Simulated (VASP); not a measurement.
# AlGa3Sb4 (P-43m) in VASP: single point with PBE

Aim: the single point of AlGa3Sb4 with PBE.

Program: VASP 6.6.1. These are calculated values, not measurements. Logs are shortened: lines on timing, memory, paths and dates and some standing lists are left out, and cuts for length are marked.

## Step 1: The cell of the first run

The structure is cubic, space group P-43m (No. 215). Conventional cell: a = 6.216 Å, b = 6.216 Å, c = 6.216 Å, α = 90.00°, β = 90.00°, γ = 90.00°. Within 3.6 Å of Al (site symmetry -43m) lie 4 Sb at 2.69 Å. Ga (site symmetry -42m) has 4 Sb at 2.69 Å within 3.5 Å. Sb (site symmetry 3m) has 3 Ga at 2.69 Å and 1 Al at 2.69 Å within 3.5 Å.

## Step 2: Single point, PBE

Contents of INCAR:

```
SYSTEM = AlGa3Sb4
ALGO = Normal ; EDIFF = 1E-6
ENCUT = 520 ; GGA = PE
ISIF = 2 ; ISMEAR = 0
LASPH = .True. ; LCHARG = .True.
LELF = .True. ; LREAL = .False.
LVHAR = .True. ; LWAVE = .False.
NBANDS = 41 ; NELM = 60
PREC = Accurate ; SIGMA = 0.01
```

Contents of KPOINTS:

```
k-points
0
Gamma
  6 6 6
  0 0 0
```

Contents of POSCAR:

```
AlGa3Sb4
1.0
    6.2164310042      0.0000000000      0.0000000000
    0.0000000000      6.2164310042      0.0000000000
    0.0000000000      0.0000000000      6.2164310042
Al Ga Sb
1 3 4
Direct
    0.5000000000      0.5000000000      0.5000000000
    0.5000000000      0.0000000000      0.0000000000
    0.0000000000      0.5000000000      0.0000000000
    0.0000000000      0.0000000000      0.5000000000
    0.7500877787      0.7500877787      0.2499122213
    0.7500877787      0.2499122213      0.7500877787
    0.2499122213      0.7500877787      0.7500877787
    0.2499122213      0.2499122213      0.2499122213
```

Potentials or basis: VASP PAW PBE potentials, release 64 (Al, Ga_d, Sb).

The run is started by

```
$ cat potpaw_PBE.64/Al/POTCAR potpaw_PBE.64/Ga_d/POTCAR potpaw_PBE.64/Sb/POTCAR > POTCAR
$ mpirun -np 1 vasp_std > vasp.out
```

OUTCAR:

```text
SYSTEM = AlGa3Sb4
   EDIFF = 1E-6
   ENCUT = 520
   GGA = PE
   ISIF = 2
   ISMEAR = 0
   LASPH = .True.
   LREAL = .False.
   NELM = 60
   PREC = Accurate

 ion  position               nearest neighbor table
   1  0.500  0.500  0.500-   5 2.69   6 2.69   7 2.69   8 2.69
   2  0.500  0.000  0.000-   5 2.69   6 2.69   7 2.69   8 2.69
   3  0.000  0.500  0.000-   5 2.69   6 2.69   7 2.69   8 2.69
   4  0.000  0.000  0.500-   5 2.69   6 2.69   7 2.69   8 2.69
   5  0.750  0.750  0.250-   2 2.69   3 2.69   4 2.69   1 2.69
   6  0.750  0.250  0.750-   2 2.69   3 2.69   4 2.69   1 2.69
   7  0.250  0.750  0.750-   2 2.69   3 2.69   4 2.69   1 2.69
   8  0.250  0.250  0.250-   2 2.69   3 2.69   4 2.69   1 2.69

  LATTYP: Found a simple cubic cell.
 ALAT       =     6.2164310042

  Lattice vectors:

 A1 = (   6.2164310042,   0.0000000000,   0.0000000000)
 A2 = (   0.0000000000,   6.2164310042,   0.0000000000)
 A3 = (   0.0000000000,   0.0000000000,   6.2164310042)

Analysis of symmetry for initial positions (statically):
=====================================================================
 Subroutine PRICEL returns:
 Original cell was already a primitive cell.

 Routine SETGRP: Setting up the symmetry group for a
 simple cubic supercell.

 Subroutine GETGRP returns: Found 24 space group operations
 (whereof 24 operations were pure point group operations)
 out of a pool of 48 trial point group operations.

The static configuration has the point symmetry T_d .

Analysis of symmetry for dynamics (positions and initial velocities):
=====================================================================
 Subroutine PRICEL returns:
 Original cell was already a primitive cell.

 Routine SETGRP: Setting up the symmetry group for a
 simple cubic supercell.

 Subroutine GETGRP returns: Found 24 space group operations
 (whereof 24 operations were pure point group operations)
 out of a pool of 48 trial point group operations.

The dynamic configuration has the point symmetry T_d .

 Subroutine INISYM returns: Found 24 space group operations
 (whereof 24 operations are pure point group operations),
 and found     1 'primitive' translations

----------------------------------------------------------------------------------------

                                     Primitive cell

  volume of cell :     240.2278

  direct lattice vectors                    reciprocal lattice vectors
     6.216431004  0.000000000  0.000000000     0.160864007  0.000000000  0.000000000
     0.000000000  6.216431004  0.000000000     0.000000000  0.160864007  0.000000000
     0.000000000  0.000000000  6.216431004     0.000000000  0.000000000  0.160864007

  length of vectors
     6.216431004  6.216431004  6.216431004     0.160864007  0.160864007  0.160864007

  position of ions in fractional coordinates (direct lattice)
     0.500000000  0.500000000  0.500000000
     0.500000000  0.000000000  0.000000000
     0.000000000  0.500000000  0.000000000
     0.000000000  0.000000000  0.500000000
     0.750087779  0.750087779  0.249912221
     0.750087779  0.249912221  0.750087779
     0.249912221  0.750087779  0.750087779
     0.249912221  0.249912221  0.249912221

  ion indices of the primitive-cell ions
   primitive index   ion index
                 1           1
                 2           2
                 3           3
                 4           4
                 5           5
                 6           6
                 7           7
                 8           8

----------------------------------------------------------------------------------------

 KPOINTS: k-points

Automatic generation of k-mesh.
 Grid dimensions read from file:
 generate k-points for:    6    6    6

 Generating k-lattice:

  Cartesian coordinates                     Fractional coordinates (reciprocal lattice)
     0.026810668  0.000000000  0.000000000     0.166666667  0.000000000  0.000000000
     0.000000000  0.026810668  0.000000000     0.000000000  0.166666667  0.000000000
     0.000000000  0.000000000  0.026810668     0.000000000  0.000000000  0.166666667

  Length of vectors
     0.026810668  0.026810668  0.026810668

  Shift w.r.t. Gamma in fractional coordinates (k-lattice)
     0.000000000  0.000000000  0.000000000

 Subroutine IBZKPT returns following result:
 ===========================================

 Found     20 irreducible k-points:

 Following reciprocal coordinates:
            Coordinates               Weight
  0.000000  0.000000  0.000000      1.000000
  0.166667  0.000000  0.000000      6.000000
  0.333333  0.000000  0.000000      6.000000
  0.500000  0.000000  0.000000      3.000000
  0.166667  0.166667  0.000000     12.000000
  0.333333  0.166667  0.000000     24.000000
[... 12 lines left out ...]
  0.500000  0.500000  0.333333      6.000000
  0.500000  0.500000  0.500000      1.000000
   k-points           NKPTS =     20   k-points in BZ     NKDIM =     20   number of bands    NBANDS=     41
   number of dos      NEDOS =    301   number of ions     NIONS =      8
   total plane-waves  NPLWV = 110592
   dimension x,y,z NGX =    48 NGY =   48 NGZ =   48
   dimension x,y,z NGXF=    96 NGYF=   96 NGZF=   96
   ions per type =               1   3   4
   NGX,Y,Z   is equivalent  to a cutoff of  12.84, 12.84, 12.84 a.u.
   NGXF,Y,Z  is equivalent  to a cutoff of  25.67, 25.67, 25.67 a.u.
 SYSTEM =  AlGa3Sb4
   PREC   = accura    normal or accurate (medium, high low for compatibility)
   ISTART =      0    job   : 0-new  1-cont  2-samecut
   ICHARG =      2    charge: 1-file 2-atom 10-const
   ISPIN  =      1    spin polarized calculation?
   LNONCOLLINEAR =      F non collinear calculations
   LSORBIT =      F    spin-orbit coupling
   LASPH  =      T    aspherical Exc in radial PAW
   ENCUT  =  520.0 eV  38.22 Ry    6.18 a.u.  11.56 11.56 11.56*2*pi/ulx,y,z
   NELM   =     60;   NELMIN=  2; NELMDL= -5     # of ELM steps
   EDIFF  = 0.1E-05   stopping-criterion for ELM
   LREAL  =      F    real-space projection
   EDIFFG = 0.1E-04   stopping-criterion for IOM
   NSW    =      0    number of steps for IOM
   IBRION =     -1    ionic relax: 0-MD 1-quasi-New 2-CG
   NFREE  =      0    steps in history (QN), initial steepest desc. (CG)
   ISIF   =      2    stress and relaxation
   ISYM   =      2    0-nonsym 1-usesym 2-fastsym
   POTIM  = 0.5000    time-step for ionic-motion
   TEBEG  =    0.0;   TEEND  =   0.0 temperature during run
   PSTRESS=    0.0 pullay stress
   NELECT =      62.0000    total number of electrons
   NUPDOWN=      -1.0000    fix difference up-down
   EMIN   =  10.00;   EMAX   =-10.00  energy-range for DOS
   EFERMI =   0.00;   METHOD = LEGACY
   ISMEAR =     0;   SIGMA  =   0.01  broadening in eV -4-tet -1-fermi 0-gaus
   EFERMI_NEDOS =   21; number of points for ismear=-14 and -15
   IALGO  =     38    algorithm
   IMIX   =      4    mixing-type and parameters
     AMIX     =   0.40;   BMIX     =  1.00
     AMIX_MAG =   1.60;   BMIX_MAG =  1.00
  volume/ion in A,a.u.               =      30.03       202.64
  Fermi-wavevector in a.u.,A,eV,Ry     =   1.042312  1.969683 14.781555  1.086414
  Thomas-Fermi vector in A             =   2.176971
   LORBIT       =      0    0 simple, 1 ext, 2 COOP (PROOUT), +10 PAW based schemes
   GGA     = PE    functional components
   LHFCALC =     F    Hartree Fock is set to
   AEXX    =    0.0000 exact exchange contribution
   IVDW    =     0    specifies the selected vdW correction
   LEPSILON=     F    determine dielectric tensor
   LRPA    =     F    only Hartree local field effects (RPA)
 non-spin polarized calculation
 Gauss-broadening in eV      SIGMA  =   0.01
  energy-cutoff  :      520.00
  volume of cell :      240.23
 maximum number of plane-waves:      6499
 NGX is ok and might be reduce to    48
   NGX = 23   NGY = 23   NGZ = 23

 number of electron      61.9999962 magnetization

 Free energy of the ion-electron system (eV)
  ---------------------------------------------------
  ext. energy  EPLUGINS =         0.00000000
  ---------------------------------------------------
  free energy    TOTEN  =       -30.31156792 eV

  energy without entropy =      -30.31156789  energy(sigma->0) =      -30.31156791

 E-fermi :   4.4273     XC(G=0):  -8.7865

 val. band max:        4.3982666213   @ k =   0.0000   0.0000   0.0000
 cond. band min:       4.4544033013   @ k =   0.0000   0.0000   0.0000
 fundamental gap:      0.0561366800
 Fermi energy:         4.4272605387

 k-point     1 :       0.0000    0.0000    0.0000
  band No.  band energies     occupation
      1     -10.5023      2.00000
      2     -10.5023      2.00000
      3     -10.5023      2.00000
      4     -10.4697      2.00000
      5     -10.4697      2.00000
      6     -10.4697      2.00000
[... 33 lines left out ...]
     40       7.2625      0.00000
     41       7.2625      0.00000

 k-point     2 :       0.1667    0.0000    0.0000
  band No.  band energies     occupation
      1     -10.5013      2.00000
      2     -10.5013      2.00000
      3     -10.5011      2.00000
      4     -10.4713      2.00000
      5     -10.4695      2.00000
      6     -10.4695      2.00000
[... 33 lines left out ...]
     40       7.6873      0.00000
     41       7.6873      0.00000

 k-point     3 :       0.3333    0.0000    0.0000
  band No.  band energies     occupation
      1     -10.4991      2.00000
      2     -10.4991      2.00000
      3     -10.4982      2.00000
      4     -10.4751      2.00000
      5     -10.4685      2.00000
      6     -10.4685      2.00000
[... 699 lines left out ...]
      2     -10.4886      2.00000
      3     -10.4886      2.00000
      4     -10.4883      2.00000
      5     -10.4676      2.00000
      6     -10.4676      2.00000
[... 33 lines left out ...]
     40       8.1559      0.00000
     41       8.3273      0.00000

 k-point    20 :       0.5000    0.5000    0.5000
  band No.  band energies     occupation
      1     -10.4993      2.00000
      2     -10.4886      2.00000
      3     -10.4886      2.00000
      4     -10.4886      2.00000
      5     -10.4680      2.00000
      6     -10.4680      2.00000
[... 33 lines left out ...]
     40       8.1467      0.00000
     41       8.2303      0.00000

------------------------ aborting loop because EDIFF is reached ----------------------------------------

  FORCE on cell =-STRESS in cart. coord.  units (eV):
  Direction    XX          YY          ZZ          XY          YZ          ZX
  --------------------------------------------------------------------------------------
  -------------------------------------------------------------------------------------
  Total        0.1437424      0.1437424      0.1437424      0.0000000      0.0000000      0.0000000
  in kB        0.9586765      0.9586765      0.9586765      0.0000000      0.0000000      0.0000000
  external PRESSURE =       0.9586765 kB  Pullay stress =       0.0000000 kB

 VOLUME and BASIS-vectors are now :
 -----------------------------------------------------------------------------
  energy-cutoff  :      520.00
  volume of cell :      240.23
      direct lattice vectors                 reciprocal lattice vectors
     6.216431004  0.000000000  0.000000000     0.160864007  0.000000000  0.000000000
     0.000000000  6.216431004  0.000000000     0.000000000  0.160864007  0.000000000
     0.000000000  0.000000000  6.216431004     0.000000000  0.000000000  0.160864007

 POSITION                                       TOTAL-FORCE (eV/Angst)
 -----------------------------------------------------------------------------------
      3.10822      3.10822      3.10822        -0.000000     -0.000000     -0.000000
      3.10822      0.00000      0.00000        -0.000000      0.000000      0.000000
      0.00000      3.10822      0.00000        -0.000000     -0.000000      0.000000
      0.00000      0.00000      3.10822        -0.000000     -0.000000      0.000000
      4.66287      4.66287      1.55356         0.005710      0.005710     -0.005710
      4.66287      1.55356      4.66287         0.005710     -0.005710      0.005710
      1.55356      4.66287      4.66287        -0.005710      0.005710      0.005710
      1.55356      1.55356      1.55356        -0.005710     -0.005710     -0.005710
 -----------------------------------------------------------------------------------
    total drift:                               -0.000000     -0.000000      0.000000

  FREE ENERGIE OF THE ION-ELECTRON SYSTEM (eV)
  ---------------------------------------------------
  free  energy   TOTEN  =       -30.3115679242 eV

  energy  without entropy=      -30.3115678902  energy(sigma->0) =      -30.31156791
```

Wall time 6.7 min (1 thread of AMD EPYC 7R13, shared host); peak memory 0.39 GiB.

What came out:

| Quantity | Value |
| --- | --- |
| Free energy | -30.3116 eV |
| Pressure | 0.1 GPa |
| Largest force | 0.010 eV/Å |
| Band gap on the k mesh | 0.06 eV, direct |

Forces on the atoms (eV/Å):
```
Al   0.000  0.000  0.000
Ga   0.000  0.000  0.000
Ga   0.000  0.000  0.000
Ga   0.000  0.000  0.000
Sb   0.006  0.006 -0.006
Sb   0.006 -0.006  0.006
Sb  -0.006  0.006  0.006
Sb  -0.006 -0.006 -0.006
```

Caveat: spin-orbit coupling is left out, which moves the levels of the heavy elements. A k mesh can miss the band edges.
